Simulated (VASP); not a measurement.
# Ga12O19 (a cell with a defect) in VASP: a series of runs

Runs on Ga12O19 (a cell with a defect). Level: PBE. Tasks: single point.

All numbers are computed with VASP 6.6.1; they aren't measurements. Logs are shortened: lines on timing, memory, paths and dates and some standing lists are left out, and cuts for length are marked.

## Step 1: The cell of the first run

The cell holds a defect, 31 atoms: a = 9.250 Å, b = 5.877 Å, c = 6.416 Å, α = 103.29°, β = 103.90°, γ = 90.00°.

## Step 2: Single point, PBE

INCAR reads:

```
SYSTEM = Ga12O19
  PREC = Accurate
  ENCUT = 520
  EDIFF = 1E-6
  ISMEAR = -1
  SIGMA = 0.01
  LREAL = Auto
  LASPH = .TRUE.
  NELM = 60
  ALGO = Normal
  ISIF = 2
  LWAVE = .FALSE.
  LCHARG = .TRUE.
  GGA = PE
  LELF = .TRUE.
  LVHAR = .TRUE.
  NBANDS = 156
```

KPOINTS reads:

```
Automatic mesh
0
Gamma
  1 1 1
  0.25 0.25 0.25
```

POSCAR reads:

```
Ga12O19
1.0
    0.0000000000      9.2496621800      0.0000000000
   -1.3977182400      0.0000000000      5.7085775500
    6.2279771500     -1.5416103600      0.0067278600
Ga O
12 19
Direct
    0.1186192327      0.6649138777      0.6851457788
    0.2191931717      0.3196714431      0.3019944617
    0.3005689356      0.1925744343      0.8042538819
    0.0272968269      0.8006356503      0.1864338972
    0.4457541163      0.6786409688      0.6805137139
    0.5467773534      0.3150002985      0.3026768752
    0.6338994525      0.1969002743      0.8125190544
    0.3617200212      0.7942754502      0.1749436869
    0.7691404180      0.6640343208      0.6817300032
    0.8826255279      0.3193799396      0.3052749105
    0.9718638581      0.2215435772      0.8165016307
    0.6959122908      0.8004602853      0.1807983417
    0.1666701540      0.7353519970      0.0096759987
    0.1669626078      0.2590514187      0.9787490779
    0.2737637562      0.4265991463      0.6428033231
    0.0583010436      0.5649381969      0.3453537755
    0.0502100868      0.1222760909      0.2823264248
    0.2773553471      0.8773101482      0.6675203354
    0.5005086612      0.7407855228      0.0048151167
    0.4939781385      0.2533362223      0.9789931003
    0.6033782245      0.4285883233      0.6455721690
    0.3907621223      0.5618675203      0.3409237752
    0.3852368013      0.1089798817      0.3198481819
    0.6089560631      0.8833671324      0.6659204512
    0.8321907453      0.7402188330      0.0079353799
    0.8282453691      0.2623011437      0.9781089343
    0.9371791522      0.4428393109      0.6439568556
    0.7221397945      0.5688014566      0.3448012283
    0.7131023707      0.1189059516      0.3081446786
    0.9467711864      0.8716384469      0.7233102896
    0.9678590614      0.9831536784      0.5386532012
```

Potentials or basis: VASP PAW PBE potentials, release 64 (Ga_d, O).

Launch:

```console
> cat potpaw_PBE.64/Ga_d/POTCAR potpaw_PBE.64/O/POTCAR > POTCAR
> mpirun -np 1 vasp_std > vasp.out
```

OUTCAR:

```text
SYSTEM = Ga12O19
   PREC = Accurate
   ENCUT = 520
   EDIFF = 1E-6
   ISMEAR = -1
   LREAL = Auto
   LASPH = .TRUE.
   NELM = 60
   ISIF = 2
   GGA = PE

 ion  position               nearest neighbor table
   1  0.119  0.665  0.685-  13 1.97  18 1.97  15 2.03  30 2.03  27 2.05  16 2.06
   2  0.219  0.320  0.302-  17 1.91  14 1.96  23 1.97  22 2.06  15 2.07  16 2.09
   3  0.301  0.193  0.804-  14 1.84  18 1.85  20 1.85  15 1.89
   4  0.027  0.801  0.186-  17 1.84  25 1.87  16 1.88  13 1.90
   5  0.446  0.679  0.681-  18 1.94  24 1.96  19 1.97  22 2.06  21 2.08  15 2.11
   6  0.547  0.315  0.303-  29 1.92  20 1.96  23 1.96  22 2.06  21 2.08  28 2.13
   7  0.634  0.197  0.813-  26 1.84  20 1.85  24 1.85  21 1.90
   8  0.362  0.794  0.175-  13 1.85  23 1.86  19 1.86  22 1.90
   9  0.769  0.664  0.682-  24 1.96  30 1.97  25 1.98  21 2.00  28 2.04  27 2.05
  10  0.883  0.319  0.305-  17 1.95  29 1.97  26 1.99  27 2.06  16 2.10  28 2.10
  11  0.972  0.222  0.817-  14 1.84  26 1.86  27 1.87  31 1.99  30 2.00
  12  0.696  0.800  0.181-  29 1.85  25 1.85  19 1.87  28 1.89
  13  0.167  0.735  0.010-   8 1.85   4 1.90   1 1.97
  14  0.167  0.259  0.979-  11 1.84   3 1.84   2 1.96
  15  0.274  0.427  0.643-   3 1.89   1 2.03   2 2.07   5 2.11
  16  0.058  0.565  0.345-   4 1.88   1 2.06   2 2.09  10 2.10
  17  0.050  0.122  0.282-   4 1.84   2 1.91  10 1.95
  18  0.277  0.877  0.668-   3 1.85   5 1.94   1 1.97
  19  0.501  0.741  0.005-   8 1.86  12 1.87   5 1.97
  20  0.494  0.253  0.979-   7 1.85   3 1.85   6 1.96
  21  0.603  0.429  0.646-   7 1.90   9 2.00   6 2.08   5 2.08
  22  0.391  0.562  0.341-   8 1.90   2 2.06   6 2.06   5 2.06
  23  0.385  0.109  0.320-   8 1.86   6 1.96   2 1.97
  24  0.609  0.883  0.666-   7 1.85   5 1.96   9 1.96
  25  0.832  0.740  0.008-  12 1.85   4 1.87   9 1.98
  26  0.828  0.262  0.978-   7 1.84  11 1.86  10 1.99
  27  0.937  0.443  0.644-  11 1.87   9 2.05   1 2.05  10 2.06
  28  0.722  0.569  0.345-  12 1.89   9 2.04  10 2.10   6 2.13
  29  0.713  0.119  0.308-  12 1.85   6 1.92  10 1.97
  30  0.947  0.872  0.723-  31 1.53   9 1.97  11 2.00   1 2.03
  31  0.968  0.983  0.539-  30 1.53  11 1.99

  LATTYP: Found a triclinic cell.
 ALAT       =     5.8771994966
 B/A-ratio  =     1.6412011407
 C/A-ratio  =     2.7541529852
 COS(alpha) =     0.0064926560
 COS(beta)  =     0.5439765005
 COS(gamma) =     0.7621873503

  Lattice vectors:

 A1 = (   1.3977182400,   0.0000000000,  -5.7085775500)
 A2 = (   7.6256953900,  -1.5416103600,  -5.7018496900)
 A3 = (  -9.6605178200,  -6.1664414600, -11.4306108200)

Analysis of symmetry for initial positions (statically):
=====================================================================
 Subroutine PRICEL returns:
 Original cell was already a primitive cell.

 Routine SETGRP: Setting up the symmetry group for a
[... 164 lines left out ...]
   PSTRESS=    0.0 pullay stress
   NELECT =     270.0000    total number of electrons
   NUPDOWN=      -1.0000    fix difference up-down
   EMIN   =  10.00;   EMAX   =-10.00  energy-range for DOS
   EFERMI =   0.00;   METHOD = LEGACY
   ISMEAR =    -1;   SIGMA  =   0.01  broadening in eV -4-tet -1-fermi 0-gaus
   EFERMI_NEDOS =   21; number of points for ismear=-14 and -15
   IALGO  =     38    algorithm
   IMIX   =      4    mixing-type and parameters
     AMIX     =   0.40;   BMIX     =  1.00
     AMIX_MAG =   1.60;   BMIX_MAG =  1.00
  volume/ion in A,a.u.               =      10.61        71.61
  Fermi-wavevector in a.u.,A,eV,Ry     =   1.532819  2.896608 31.967351  2.349534
  Thomas-Fermi vector in A             =   2.639972
   LORBIT       =      0    0 simple, 1 ext, 2 COOP (PROOUT), +10 PAW based schemes
   GGA     = PE    functional components
   LHFCALC =     F    Hartree Fock is set to
   AEXX    =    0.0000 exact exchange contribution
   IVDW    =     0    specifies the selected vdW correction
   LEPSILON=     F    determine dielectric tensor
   LRPA    =     F    only Hartree local field effects (RPA)
 non-spin polarized calculation
  energy-cutoff  :      520.00
  volume of cell :      328.94
 maximum number of plane-waves:      8866
 NGX is ok and might be reduce to    70
   NGX = 35   NGY = 21   NGZ = 23

 number of electron     270.0000003 magnetization

 Free energy of the ion-electron system (eV)
  ---------------------------------------------------
  ext. energy  EPLUGINS =         0.00000000
  ---------------------------------------------------
  free energy    TOTEN  =      -181.71055584 eV

  energy without entropy =     -181.71055584  energy(sigma->0) =     -181.71055584

 E-fermi :   4.4694     XC(G=0): -11.5122

 val. band max:        4.1624903484   @ k =   0.2500   0.2500   0.2500
 cond. band min:       7.8652365114   @ k =   0.2500   0.2500   0.2500
 fundamental gap:      3.7027461630
 Fermi energy:         4.4694365679

 k-point     1 :       0.2500    0.2500    0.2500
  band No.  band energies     occupation
      1     -16.9641      2.00000
      2     -14.7641      2.00000
      3     -14.5290      2.00000
      4     -14.3458      2.00000
      5     -14.0393      2.00000
      6     -13.9998      2.00000
[... 139 lines left out ...]
    146      10.5188      0.00000
    147      10.8498      0.00000
 [bands above 147 left out]

------------------------ aborting loop because EDIFF is reached ----------------------------------------

  FORCE on cell =-STRESS in cart. coord.  units (eV):
  Direction    XX          YY          ZZ          XY          YZ          ZX
  --------------------------------------------------------------------------------------
  -------------------------------------------------------------------------------------
  Total        7.0615505      8.0186573     15.2076881      1.3589107      0.1755936     -5.3658675
  in kB       34.3949758     39.0567942     74.0726933      6.6189006      0.8552709    -26.1357452
  external PRESSURE =      49.1748211 kB  Pullay stress =       0.0000000 kB

 VOLUME and BASIS-vectors are now :
 -----------------------------------------------------------------------------
  energy-cutoff  :      520.00
  volume of cell :      328.94
      direct lattice vectors                 reciprocal lattice vectors
     0.000000000  9.249662180  0.000000000     0.026753887  0.108112056  0.006550563
    -1.397718240  0.000000000  5.708577550    -0.000189185  0.000000000  0.175128666
     6.227977150 -1.541610360  0.006727860     0.160523321  0.000000000  0.039303377

 POSITION                                       TOTAL-FORCE (eV/Angst)
 -----------------------------------------------------------------------------------
      3.33771      0.04096      3.80032         0.016538     -0.001494      0.003755
      1.43400      1.56190      1.82690        -0.005270      0.001022     -0.002292
      4.73971      1.54031      1.10474        -0.007378     -0.000019     -0.000666
      0.04204     -0.03492      4.57175         0.014951     -0.007740      0.010520
      3.28967      3.07399      3.87865         0.008970     -0.001193     -0.002173
      1.44478      4.59090      1.80024        -0.008404      0.005005     -0.001577
[... 23 lines left out ...]
      3.28646      7.64225      4.98068         0.121193     -0.059163     -0.063100
      1.98055      8.12198      5.61603        -0.194187      0.074620      0.032696
 -----------------------------------------------------------------------------------
    total drift:                                0.010889     -0.011373      0.001986

  FREE ENERGIE OF THE ION-ELECTRON SYSTEM (eV)
  ---------------------------------------------------
  free  energy   TOTEN  =      -181.7105558399 eV

  energy  without entropy=     -181.7105558399  energy(sigma->0) =     -181.71055584
```

OSZICAR:

```text
N       E                     dE             d eps       ncg     rms          rms(c)
DAV:   1     0.549157154415E+04    0.54916E+04   -0.10188E+05   348   0.316E+03
DAV:   2     0.137479802635E+04   -0.41168E+04   -0.38336E+04   312   0.100E+03
DAV:   3    -0.251384241695E+02   -0.13999E+04   -0.13381E+04   400   0.358E+02
DAV:   4    -0.197518359814E+03   -0.17238E+03   -0.16966E+03   384   0.135E+02
DAV:   5    -0.209033790667E+03   -0.11515E+02   -0.11433E+02   456   0.373E+01    0.308E+01
DAV:   6    -0.181094495036E+03    0.27939E+02   -0.11386E+02   536   0.643E+01    0.911E+00
DAV:   7    -0.181878626356E+03   -0.78413E+00   -0.13775E+01   376   0.115E+01    0.635E+00
DAV:   8    -0.181833849381E+03    0.44777E-01   -0.26165E+00   496   0.120E+01    0.241E+00
DAV:   9    -0.181714401470E+03    0.11945E+00   -0.57653E-01   424   0.637E+00    0.113E+00
DAV:  10    -0.181705123327E+03    0.92781E-02   -0.25897E-01   424   0.271E+00    0.306E-01
DAV:  11    -0.181709680215E+03   -0.45569E-02   -0.47752E-02   392   0.212E+00    0.280E-01
DAV:  12    -0.181710191277E+03   -0.51106E-03   -0.13106E-02   408   0.737E-01    0.149E-01
DAV:  13    -0.181710450343E+03   -0.25907E-03   -0.62856E-03   440   0.734E-01    0.662E-02
DAV:  14    -0.181710513132E+03   -0.62789E-04   -0.85668E-04   392   0.313E-01    0.357E-02
DAV:  15    -0.181710553804E+03   -0.40672E-04   -0.63911E-04   448   0.109E-01    0.122E-02
DAV:  16    -0.181710554270E+03   -0.46538E-06   -0.37412E-05   440   0.997E-02    0.567E-03
DAV:  17    -0.181710555517E+03   -0.12470E-05   -0.16460E-05   384   0.300E-02    0.414E-03
DAV:  18    -0.181710555840E+03   -0.32337E-06   -0.74623E-06   264   0.203E-02
   1 F= -.18171056E+03 E0= -.18171056E+03  d E =-.295598E-13
```

stdout:

```text
POSCAR found type information on POSCAR GaO
 POSCAR found :  2 types and      31 ions
 scaLAPACK will be used
 LDA part: xc-table for (Slater+PW92), standard interpolation
 POSCAR, INCAR and KPOINTS ok, starting setup
 FFT: planning ... GRIDC
 FFT: planning ... GRID_SOFT
 FFT: planning ... GRID
 WAVECAR not read
 entering main loop
```

It took 97 s on 1 thread of Intel Xeon 6975P-C (Granite Rapids), shared host; peak memory 0.37 GiB.

What came out:

```yaml
Free_energy: -181.7106 eV
Pressure: 4.9 GPa
Largest_force: 0.211 eV/Å
Band_gap_on_the_k_mesh: 3.70 eV
```

Forces in eV/Å, atoms in the order of the input:
```
Ga   0.017 -0.001  0.004
Ga  -0.005  0.001 -0.002
Ga  -0.007  0.000 -0.001
Ga   0.015 -0.008  0.011
Ga   0.009 -0.001 -0.002
Ga  -0.008  0.005 -0.002
Ga  -0.003 -0.005 -0.004
Ga   0.006 -0.004  0.006
Ga   0.017  0.007  0.009
Ga  -0.002 -0.002 -0.006
Ga   0.032 -0.006  0.038
Ga   0.009  0.000  0.010
O   -0.008  0.001 -0.006
O    0.009  0.006  0.005
O    0.005  0.003 -0.008
O   -0.004  0.000  0.003
O    0.017 -0.002 -0.015
O   -0.021 -0.004  0.011
O   -0.014 -0.001 -0.007
O    0.006  0.001  0.006
O    0.005 -0.011 -0.013
O   -0.006  0.002  0.006
O    0.023 -0.001 -0.011
O   -0.023  0.005  0.013
O   -0.015  0.002 -0.007
O    0.009 -0.003  0.005
O    0.001 -0.001 -0.002
O   -0.006 -0.001  0.001
O    0.018  0.002 -0.010
O    0.121 -0.059 -0.063
O   -0.194  0.075  0.033
```

Stress tensor (GPa, compression positive):
```
 3.44  0.66 -2.61
 0.66  3.91  0.09
-2.61  0.09  7.41
```

Caveat: the k points lie up to 1.10 Å⁻¹ apart.

## Step 3: Single point, PBE

INCAR reads:

```
PREC = Accurate
ENCUT = 520
EDIFF = 1E-6
ISMEAR = -1
SIGMA = 0.01
LREAL = Auto
LASPH = True
NELM = 80
ALGO = Normal
ISIF = 2
LWAVE = False
LCHARG = True
GGA = PE
LELF = True
LVHAR = True
NBANDS = 156
```

KPOINTS is that of step 2.

POSCAR reads:

```
Ga12O19
1.0
    0.0000000000      9.2496621800      0.0000000000
   -1.3977182400      0.0000000000      5.7085775500
    6.2279771500     -1.5416103600      0.0067278600
Ga O
12 19
Direct
    0.1171563255      0.6685592288      0.6828018675
    0.2200065017      0.3199369542      0.3032295513
    0.3001696970      0.1931545971      0.8056058304
    0.0253973556      0.7947277041      0.1839024743
    0.4458657604      0.6781613359      0.6812601213
    0.5470355484      0.3137585397      0.3041151225
    0.6336815847      0.1976163840      0.8129697497
    0.3599136767      0.7937979494      0.1741782037
    0.7694075908      0.6662036312      0.6798457774
    0.8822017240      0.3162853778      0.3052074206
    0.9713178330      0.2160732724      0.8137755538
    0.6946180243      0.7990380856      0.1794215168
    0.1648549876      0.7340706824      0.0070724380
    0.1660567317      0.2573030541      0.9791466836
    0.2729722613      0.4260549482      0.6430406978
    0.0581889262      0.5593442565      0.3437846058
    0.0500373799      0.1189610351      0.2743377131
    0.2791146943      0.8770595618      0.6704175443
    0.4995963017      0.7401000742      0.0054002082
    0.4942409082      0.2526547763      0.9806410721
    0.6030784049      0.4293000298      0.6457458634
    0.3902976883      0.5620043571      0.3409024615
    0.3850424160      0.1082019819      0.3202497112
    0.6086862606      0.8837549730      0.6665123114
    0.8306663958      0.7403229038      0.0050969722
    0.8280484263      0.2610207225      0.9786118796
    0.9362131626      0.4423142146      0.6453767489
    0.7220166552      0.5670108300      0.3436018354
    0.7140685887      0.1162698819      0.3141210200
    0.9444763087      0.8779264062      0.7089961387
    0.9845810583      0.9868706370      0.5192493505
```

Potentials or basis: VASP PAW PBE potentials, release 64 (Ga_d, O).

Launch:

```console
> cat potpaw_PBE.64/Ga_d/POTCAR potpaw_PBE.64/O/POTCAR > POTCAR
> mpirun -np 1 vasp_std > vasp.out
```

Run time: 1.7 min. Hardware: 1 thread of Intel Xeon 6975P-C (Granite Rapids), shared host; peak memory 0.37 GiB.

Results (log left out):

- Free energy: -181.6750 eV
- Pressure: 4.4 GPa
- Largest force: 0.301 eV/Å
- Band gap on the k mesh: 3.38 eV

Forces on the atoms (eV/Å):
```
Ga   0.042  0.049 -0.064
Ga  -0.029 -0.012 -0.034
Ga  -0.029  0.028 -0.015
Ga   0.071  0.009  0.087
Ga  -0.009  0.001 -0.007
Ga  -0.025  0.007 -0.004
Ga  -0.023 -0.005 -0.009
Ga  -0.009  0.007 -0.003
Ga  -0.004 -0.010 -0.031
Ga   0.017  0.045 -0.043
Ga   0.096  0.001  0.134
Ga  -0.004  0.022 -0.002
O   -0.019  0.004  0.004
O   -0.035  0.042  0.032
O   -0.006  0.016 -0.009
O   -0.016 -0.001  0.056
O   -0.023 -0.001  0.017
O   -0.049 -0.008  0.013
O   -0.019  0.004 -0.013
O   -0.007  0.006  0.000
O    0.003 -0.015 -0.026
O   -0.009 -0.002 -0.009
O    0.017  0.006 -0.021
O   -0.033  0.006  0.004
O   -0.047  0.025  0.013
O   -0.020 -0.008  0.022
O   -0.011  0.001  0.031
O   -0.018  0.010  0.003
O   -0.014  0.003 -0.010
O    0.028 -0.011 -0.026
O    0.183 -0.220 -0.092
```

Stress tensor (GPa, compression positive):
```
 2.89  0.76 -2.10
 0.76  3.88  0.01
-2.10  0.01  6.57
```

Levels at points of the mesh, in eV from the valence-band top:
| k point | band 131 | band 132 | band 133 | band 134 | band 135 | band 136 | band 137 | band 138 | band 139 | band 140 |
| --- | --- | --- | --- | --- | --- | --- | --- | --- | --- | --- |
| (0.25, 0.25, 0.25) | -0.65 | -0.57 | -0.47 | -0.36 | 0.00 | 3.38 | 3.90 | 4.67 | 5.16 | 5.51 |

Caveat: the k points lie up to 1.10 Å⁻¹ apart.
